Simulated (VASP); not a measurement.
# Fe (P6_3/mmc) in VASP: notebook

The runs below take Fe through single point, with PBEsol.

All numbers are computed with VASP 6.6.1; they aren't measurements. Logs are shortened: lines on timing, memory, paths and dates and some standing lists are left out, and cuts for length are marked.

## (1) The cell of the first run

It takes space group P6_3/mmc (No. 194, hexagonal). The conventional cell has a = 2.434 Å, b = 2.434 Å, c = 3.842 Å, α = 90.00°, β = 90.00°, γ = 120.00°. Within 3.1 Å of Fe (site symmetry -6m2) lie 12 Fe at 2.38 to 2.43 Å.

## (2) Single point, PBEsol, collinear spin, ferromagnetic start

INCAR

```
ALGO     = Normal         # electronic algorithm
EDIFF    = 1E-6           # SCF threshold, eV
ENCUT    = 520            # plane-wave cutoff, eV
GGA      = PS             # functional
ISIF     = 2              # what is computed and relaxed
ISMEAR   = -1             # smearing method
ISPIN    = 2              # spin polarisation
LASPH    = T              # aspherical terms in the spheres
LCHARG   = F              # write CHGCAR
LMAXMIX  = 4              # l up to which the mixer works
LORBIT   = 11             # projections on sites
LREAL    = F              # projectors in reciprocal space
LWAVE    = F              # write WAVECAR
MAGMOM   = 0.75 0.75      # initial moments
NBANDS   = 19             # bands
NELM     = 150            # most SCF steps
NUPDOWN  = 1.5            # fixed moment
PREC     = Accurate       # precision mode
SIGMA    = 0.05           # smearing width, eV
```

KPOINTS

```
k-points
0
Gamma
  10 10 6
```

POSCAR

```
Fe
1.0
    2.4341575853      0.0000000000      0.0000000000
   -1.2170787927      2.1080423057      0.0000000000
    0.0000000000      0.0000000000      3.8419344700
Fe
2
Direct
    0.6666666667      0.3333333333      0.7500000000
    0.3333333333      0.6666666667      0.2500000000
```

Potentials or basis: VASP PAW PBE potentials, release 64 (Fe).

Command:

```
> cat potpaw_PBE.64/Fe/POTCAR > POTCAR
> mpirun -np 1 vasp_std > vasp.out
```

OUTCAR:

```text
EDIFF = 1E-6
   ENCUT = 520
   GGA = PS
   ISIF = 2
   ISMEAR = -1
   ISPIN = 2
   LASPH = T
   LORBIT = 11
   LREAL = F
   NELM = 150
   NUPDOWN = 1.5
   PREC = Accurate

 ion  position               nearest neighbor table
   1  0.667  0.333  0.750-   2 2.38   2 2.38   2 2.38   2 2.38   2 2.38   2 2.38
   2  0.333  0.667  0.250-   1 2.38   1 2.38   1 2.38   1 2.38   1 2.38   1 2.38

  LATTYP: Found a hexagonal cell.
 ALAT       =     2.4341575853
 C/A-ratio  =     1.5783425417

  Lattice vectors:

 A1 = (   2.4341575853,   0.0000000000,   0.0000000000)
 A2 = (  -1.2170787927,   2.1080423057,   0.0000000000)
 A3 = (   0.0000000000,   0.0000000000,   3.8419344700)

Analysis of symmetry for initial positions (statically):
=====================================================================
 Subroutine PRICEL returns:
 Original cell was already a primitive cell.

 Routine SETGRP: Setting up the symmetry group for a
 hexagonal supercell.

 Subroutine GETGRP returns: Found 24 space group operations
 (whereof 12 operations were pure point group operations)
 out of a pool of 24 trial point group operations.

The static configuration has the point symmetry D_3d.
 The point group associated with its full space group is D_6h.

Analysis of symmetry for dynamics (positions and initial velocities):
=====================================================================
 Subroutine PRICEL returns:
 Original cell was already a primitive cell.

 Routine SETGRP: Setting up the symmetry group for a
 hexagonal supercell.

 Subroutine GETGRP returns: Found 24 space group operations
 (whereof 12 operations were pure point group operations)
 out of a pool of 24 trial point group operations.

The dynamic configuration has the point symmetry D_3d.
 The point group associated with its full space group is D_6h.

Analysis of structural, dynamic, and magnetic symmetry:
=====================================================================
 Subroutine PRICEL returns:
 Original cell was already a primitive cell.

 Routine SETGRP: Setting up the symmetry group for a
 hexagonal supercell.

 Subroutine GETGRP returns: Found 24 space group operations
 (whereof 12 operations were pure point group operations)
 out of a pool of 24 trial point group operations.

The overall configuration has the point symmetry D_3d.
 The point group associated with its full space group is D_6h.

 Subroutine INISYM returns: Found 24 space group operations
 (whereof 12 operations are pure point group operations),
 and found     1 'primitive' translations

----------------------------------------------------------------------------------------

                                     Primitive cell

  volume of cell :      19.7141

  direct lattice vectors                    reciprocal lattice vectors
     2.434157585  0.000000000  0.000000000     0.410819746  0.237186891  0.000000000
    -1.217078793  2.108042306  0.000000000     0.000000000  0.474373781  0.000000000
     0.000000000  0.000000000  3.841934470     0.000000000  0.000000000  0.260285543

  length of vectors
     2.434157585  2.434157585  3.841934470     0.474373781  0.474373781  0.260285543

  position of ions in fractional coordinates (direct lattice)
     0.666666667  0.333333333  0.750000000
     0.333333333  0.666666667  0.250000000

  ion indices of the primitive-cell ions
   primitive index   ion index
                 1           1
                 2           2

----------------------------------------------------------------------------------------

 KPOINTS: k-points

Automatic generation of k-mesh.
 Grid dimensions read from file:
 generate k-points for:   10   10    6

 Generating k-lattice:

  Cartesian coordinates                     Fractional coordinates (reciprocal lattice)
     0.041081975  0.023718689  0.000000000     0.100000000  0.000000000  0.000000000
     0.000000000  0.047437378  0.000000000     0.000000000  0.100000000  0.000000000
     0.000000000  0.000000000  0.043380924     0.000000000  0.000000000  0.166666667

  Length of vectors
     0.047437378  0.047437378  0.043380924

  Shift w.r.t. Gamma in fractional coordinates (k-lattice)
     0.000000000  0.000000000  0.000000000

 Subroutine IBZKPT returns following result:
 ===========================================

 Found     56 irreducible k-points:

 Following reciprocal coordinates:
            Coordinates               Weight
  0.000000  0.000000  0.000000      1.000000
  0.100000 -0.000000  0.000000      6.000000
  0.200000 -0.000000  0.000000      6.000000
  0.300000  0.000000  0.000000      6.000000
  0.400000  0.000000  0.000000      6.000000
  0.500000  0.000000  0.000000      3.000000
[... 16 lines left out ...]
  0.300000  0.100000  0.166667     24.000000
  0.400000  0.100000  0.166667     24.000000
 [... further k-points ...]
   k-points           NKPTS =     56   k-points in BZ     NKDIM =     56   number of bands    NBANDS=     19
   number of dos      NEDOS =    301   number of ions     NIONS =      2
   total plane-waves  NPLWV =   9720
   dimension x,y,z NGX =    18 NGY =   18 NGZ =   30
   dimension x,y,z NGXF=    36 NGYF=   36 NGZF=   60
   ions per type =               2
   NGX,Y,Z   is equivalent  to a cutoff of  12.29, 12.29, 12.98 a.u.
   NGXF,Y,Z  is equivalent  to a cutoff of  24.59, 24.59, 25.96 a.u.
 SYSTEM =  unknown system
   PREC   = accura    normal or accurate (medium, high low for compatibility)
   ISTART =      0    job   : 0-new  1-cont  2-samecut
   ICHARG =      2    charge: 1-file 2-atom 10-const
   ISPIN  =      2    spin polarized calculation?
   LNONCOLLINEAR =      F non collinear calculations
   LSORBIT =      F    spin-orbit coupling
   LASPH  =      T    aspherical Exc in radial PAW
   ENCUT  =  520.0 eV  38.22 Ry    6.18 a.u.   4.53  4.53  7.14*2*pi/ulx,y,z
   NELM   =    150;   NELMIN=  2; NELMDL= -5     # of ELM steps
   EDIFF  = 0.1E-05   stopping-criterion for ELM
   LREAL  =      F    real-space projection
   EDIFFG = 0.1E-04   stopping-criterion for IOM
   NSW    =      0    number of steps for IOM
   IBRION =     -1    ionic relax: 0-MD 1-quasi-New 2-CG
   NFREE  =      0    steps in history (QN), initial steepest desc. (CG)
   ISIF   =      2    stress and relaxation
   ISYM   =      2    0-nonsym 1-usesym 2-fastsym
   POTIM  = 0.5000    time-step for ionic-motion
   TEBEG  =    0.0;   TEEND  =   0.0 temperature during run
   PSTRESS=    0.0 pullay stress
   NELECT =      16.0000    total number of electrons
   NUPDOWN=       1.5000    fix difference up-down
   EMIN   =  10.00;   EMAX   =-10.00  energy-range for DOS
   EFERMI =   0.00;   METHOD = LEGACY
   ISMEAR =    -1;   SIGMA  =   0.05  broadening in eV -4-tet -1-fermi 0-gaus
   EFERMI_NEDOS =   21; number of points for ismear=-14 and -15
   IALGO  =     38    algorithm
   IMIX   =      4    mixing-type and parameters
     AMIX     =   0.40;   BMIX     =  1.00
     AMIX_MAG =   1.60;   BMIX_MAG =  1.00
  volume/ion in A,a.u.               =       9.86        66.52
  Fermi-wavevector in a.u.,A,eV,Ry     =   1.527058  2.885721 31.727505  2.331906
  Thomas-Fermi vector in A             =   2.635006
   LORBIT       =     11    0 simple, 1 ext, 2 COOP (PROOUT), +10 PAW based schemes
   GGA     = PS    functional components
   LHFCALC =     F    Hartree Fock is set to
   AEXX    =    0.0000 exact exchange contribution
   IVDW    =     0    specifies the selected vdW correction
   LEPSILON=     F    determine dielectric tensor
   LRPA    =     F    only Hartree local field effects (RPA)
 spin polarized calculation
  energy-cutoff  :      520.00
  volume of cell :       19.71
 maximum number of plane-waves:       546
   NGX =  9   NGY =  9   NGZ = 15

 number of electron      16.0000009 magnetization       1.5000001

 Free energy of the ion-electron system (eV)
  ---------------------------------------------------
  ext. energy  EPLUGINS =         0.00000000
  ---------------------------------------------------
  free energy    TOTEN  =       -17.71486071 eV

  energy without entropy =      -17.68652144  energy(sigma->0) =      -17.70069108

 E-fermi :   6.9113     XC(G=0): -14.1401

 val. band max:        7.3055307483   @ k =   0.1000  -0.0000   0.5000
 cond. band min:       6.9302026321   @ k =   0.2000   0.1000   0.3333
 fundamental gap:     -0.3753281162
 Fermi energy:         7.3370472246

 spin component 1

 k-point     1 :       0.0000    0.0000    0.0000
  band No.  band energies     occupation
      1      -2.0879      1.00000
      2       1.7681      1.00000
      3       5.0749      1.00000
      4       5.0749      1.00000
      5       5.2352      1.00000
      6       5.5596      1.00000
[... 11 lines left out ...]
     18      33.9738      0.00000
     19      34.6297      0.00000
[... 485 lines left out ...]
 k-point    24 :       0.4000    0.1000    0.1667
  band No.  band energies     occupation
      1       2.0247      1.00000
      2       2.4479      1.00000
      3       3.2242      1.00000
      4       3.8632      1.00000
      5       4.7974      1.00000
      6       5.7106      1.00000
[... 11 lines left out ...]
     18      28.0326      0.00000
     19      33.3102      0.00000

 [... further k-points ...]

 spin component 2

 k-point     1 :       0.0000    0.0000    0.0000
  band No.  band energies     occupation
      1      -1.9573      1.00000
      2       2.2310      1.00000
      3       5.8087      1.00000
      4       5.8087      1.00000
      5       5.9517      1.00000
      6       6.3218      0.99999
[... 11 lines left out ...]
     18      33.9945      0.00000
     19      34.8942      0.00000
[... 485 lines left out ...]
 k-point    24 :       0.4000    0.1000    0.1667
  band No.  band energies     occupation
      1       2.4853      1.00000
      2       2.9912      1.00000
      3       3.7184      1.00000
      4       4.3705      1.00000
      5       5.4696      1.00000
      6       6.3649      0.99998
[... 11 lines left out ...]
     18      28.2377      0.00000
     19      33.4995      0.00000

 [... further k-points ...]
[... 5 lines left out ...]
  --------------------------------------------------------------------------------------
  -------------------------------------------------------------------------------------
  Total        0.2555628      0.2555628      0.8764602     -0.0000000      0.0000000      0.0000000
  in kB       20.7696997     20.7696997     71.2303049     -0.0000000      0.0000000      0.0000000
  external PRESSURE =      37.5899014 kB  Pullay stress =       0.0000000 kB

 VOLUME and BASIS-vectors are now :
 -----------------------------------------------------------------------------
  energy-cutoff  :      520.00
  volume of cell :       19.71
      direct lattice vectors                 reciprocal lattice vectors
     2.434157585  0.000000000  0.000000000     0.410819746  0.237186891  0.000000000
    -1.217078793  2.108042306  0.000000000     0.000000000  0.474373781  0.000000000
     0.000000000  0.000000000  3.841934470     0.000000000  0.000000000  0.260285543

 POSITION                                       TOTAL-FORCE (eV/Angst)
 -----------------------------------------------------------------------------------
      1.21708      0.70268      2.88145         0.000000     -0.000000     -0.000000
     -0.00000      1.40536      0.96048        -0.000000      0.000000      0.000000
 -----------------------------------------------------------------------------------
    total drift:                                0.000000     -0.000000     -0.000000

  FREE ENERGIE OF THE ION-ELECTRON SYSTEM (eV)
  ---------------------------------------------------
  free  energy   TOTEN  =       -17.7148607107 eV

  energy  without entropy=      -17.6865214400  energy(sigma->0) =      -17.70069108

 total charge

# of ion       s       p       d       tot
------------------------------------------
    1        0.558   0.674   6.376   7.608
    2        0.558   0.674   6.376   7.608
--------------------------------------------------
tot          1.115   1.347  12.753  15.216

 magnetization (x)

# of ion       s       p       d       tot
------------------------------------------
    1       -0.006  -0.004   0.744   0.734
    2       -0.006  -0.004   0.744   0.734
--------------------------------------------------
tot         -0.012  -0.008   1.488   1.468
```

It took 16 s on 1 thread of Intel Xeon 6975P-C (Granite Rapids), shared host; peak memory 0.15 GiB.

What came out:

```
Free energy                                           : -17.7149 eV
Pressure                                              : 3.8 GPa
Net moment                                            : 1.50 μB per cell
Site moments                                          : Fe +0.73 μB
Valence electrons inside the program's atomic spheres : Fe 7.61
```

Stress tensor (GPa, compression positive):
```
2.08 0.00 0.00
0.00 2.08 0.00
0.00 0.00 7.12
```

Caveat: the PAW data sets were made with another functional, which shifts forces and pressure a little; the total moment is fixed, so each spin has its own Fermi level.

## (3) Single point, PBEsol, collinear spin, ferromagnetic start

INCAR

```
SYSTEM = Fe
ALGO = Normal
EDIFF = 1E-7
ENCUT = 520
GGA = PS
ISIF = 2
ISMEAR = -1
ISPIN = 2
LASPH = .True.
LCHARG = .False.
LMAXMIX = 4
LORBIT = 11
LREAL = .False.
LWAVE = .False.
MAGMOM = 1.5 1.5
NBANDS = 19
NELM = 150
NUPDOWN = 3.0
PREC = Accurate
SIGMA = 0.05
```

KPOINTS

```
k-points
0
Gamma
  10 10 6
  0 0 0
```

POSCAR is that of step 2.

Potentials or basis: VASP PAW PBE potentials, release 64 (Fe).

Command:

```
> cat potpaw_PBE.64/Fe/POTCAR > POTCAR
> mpirun -np 1 vasp_std > vasp.out
```

Wall time 18 s (1 thread of Intel Xeon 6975P-C (Granite Rapids), shared host); peak memory 0.15 GiB.

Results (log left out):

- Free energy: -17.3547 eV
- Pressure: 18.4 GPa
- Net moment: 3.00 μB per cell
- Site moments: Fe +1.47 μB
- Valence electrons inside the program's atomic spheres: Fe 7.62

Stress tensor (GPa, compression positive):
```
14.62  0.00  0.00
 0.00 14.62  0.00
 0.00  0.00 26.03
```

Caveat: the PAW data sets were made with another functional, which shifts forces and pressure a little; the total moment is fixed, so each spin has its own Fermi level.

## (4) Single point, PBEsol, collinear spin, ferromagnetic start

INCAR

```
PREC = Accurate
ENCUT = 520
EDIFF = 1E-6
ISMEAR = -1
SIGMA = 0.05
LREAL = False
LASPH = True
NELM = 150
ALGO = Normal
ISIF = 2
LWAVE = False
LCHARG = False
ISPIN = 2
MAGMOM = 2.25 2.25
LORBIT = 11
NUPDOWN = 4.5
LMAXMIX = 4
GGA = PS
NBANDS = 19
```

KPOINTS

```
Automatic mesh
0
Gamma
  10 10 6
```

POSCAR is that of step 3.

Potentials or basis: VASP PAW PBE potentials, release 64 (Fe).

Command:

```
> cat potpaw_PBE.64/Fe/POTCAR > POTCAR
> mpirun -np 1 vasp_std > vasp.out
```

OUTCAR:

```text
PREC = Accurate
   ENCUT = 520
   EDIFF = 1E-6
   ISMEAR = -1
   LREAL = False
   LASPH = True
   NELM = 150
   ISIF = 2
   ISPIN = 2
   LORBIT = 11
   NUPDOWN = 4.5
   GGA = PS

 ion  position               nearest neighbor table
   1  0.667  0.333  0.750-   2 2.38   2 2.38   2 2.38   2 2.38   2 2.38   2 2.38
   2  0.333  0.667  0.250-   1 2.38   1 2.38   1 2.38   1 2.38   1 2.38   1 2.38

  LATTYP: Found a hexagonal cell.
 ALAT       =     2.4341575853
 C/A-ratio  =     1.5783425417

  Lattice vectors:

 A1 = (   2.4341575853,   0.0000000000,   0.0000000000)
 A2 = (  -1.2170787927,   2.1080423057,   0.0000000000)
 A3 = (   0.0000000000,   0.0000000000,   3.8419344700)

Analysis of symmetry for initial positions (statically):
=====================================================================
 Subroutine PRICEL returns:
 Original cell was already a primitive cell.

 Routine SETGRP: Setting up the symmetry group for a
 hexagonal supercell.
[... 199 lines left out ...]
      6       5.2215      1.00000
[... 517 lines left out ...]
     18      27.9066      0.00000
     19      33.1548      0.00000

 [... further k-points ...]

 spin component 2

 k-point     1 :       0.0000    0.0000    0.0000
  band No.  band energies     occupation
      1      -1.7609      1.00000
      2       2.8829      1.00000
      3       6.8615      0.99522
      4       6.8615      0.99522
      5       7.0296      0.87844
      6       7.4205      0.00290
[... 517 lines left out ...]
     18      28.5924      0.00000
     19      33.7592      0.00000

 [... further k-points ...]
[... 5 lines left out ...]
  --------------------------------------------------------------------------------------
  -------------------------------------------------------------------------------------
  Total        3.9852401      3.9852401      6.4242904     -0.0000000      0.0000000      0.0000000
  in kB      323.8822222    323.8822222    522.1049135     -0.0000000      0.0000000      0.0000000
  external PRESSURE =     389.9564526 kB  Pullay stress =       0.0000000 kB

 VOLUME and BASIS-vectors are now :
 -----------------------------------------------------------------------------
  energy-cutoff  :      520.00
  volume of cell :       19.71
      direct lattice vectors                 reciprocal lattice vectors
     2.434157585  0.000000000  0.000000000     0.410819746  0.237186891  0.000000000
    -1.217078793  2.108042306  0.000000000     0.000000000  0.474373781  0.000000000
     0.000000000  0.000000000  3.841934470     0.000000000  0.000000000  0.260285543

 POSITION                                       TOTAL-FORCE (eV/Angst)
 -----------------------------------------------------------------------------------
      1.21708      0.70268      2.88145         0.000000     -0.000000      0.000000
     -0.00000      1.40536      0.96048        -0.000000      0.000000      0.000000
 -----------------------------------------------------------------------------------
    total drift:                                0.000000     -0.000000     -0.000000

  FREE ENERGIE OF THE ION-ELECTRON SYSTEM (eV)
  ---------------------------------------------------
  free  energy   TOTEN  =       -17.0120714505 eV

  energy  without entropy=      -16.9780901268  energy(sigma->0) =      -16.99508079

 total charge

# of ion       s       p       d       tot
------------------------------------------
    1        0.567   0.664   6.394   7.625
    2        0.567   0.664   6.394   7.625
--------------------------------------------------
tot          1.134   1.328  12.788  15.249

 magnetization (x)

# of ion       s       p       d       tot
------------------------------------------
    1       -0.015  -0.002   2.223   2.206
    2       -0.015  -0.002   2.223   2.206
--------------------------------------------------
tot         -0.031  -0.003   4.446   4.412
```

It took 16 s on 1 thread of Intel Xeon 6975P-C (Granite Rapids), shared host; peak memory 0.15 GiB.

Results:

```
Free energy                                           : -17.0121 eV
Pressure                                              : 39.0 GPa
Net moment                                            : 4.50 μB per cell
Site moments                                          : Fe +2.21 μB
Valence electrons inside the program's atomic spheres : Fe 7.62
```

Caveat: the PAW data sets were made with another functional, which shifts forces and pressure a little; the total moment is fixed, so each spin has its own Fermi level.

## (5) Overview

```tsv
fixed moment (μB)	pressure (GPa)	moment (μB)
1.5	3.8	1.50
3.0	18.4	3.00
4.5	39.0	4.50
```

Alike in all rows: task single point; level PBEsol; potentials or basis VASP PAW PBE potentials, release 64 (Fe); spin collinear, ferromagnetic start; cell as given; k mesh 10 × 10 × 6; cutoff (eV) 520; smearing fermi-dirac 0.05 eV.

Caveats: the PAW data sets were made with another functional, which shifts forces and pressure a little; the total moment is fixed, so each spin has its own Fermi level.

Absolute energies hang on the potentials; compare differences alone.
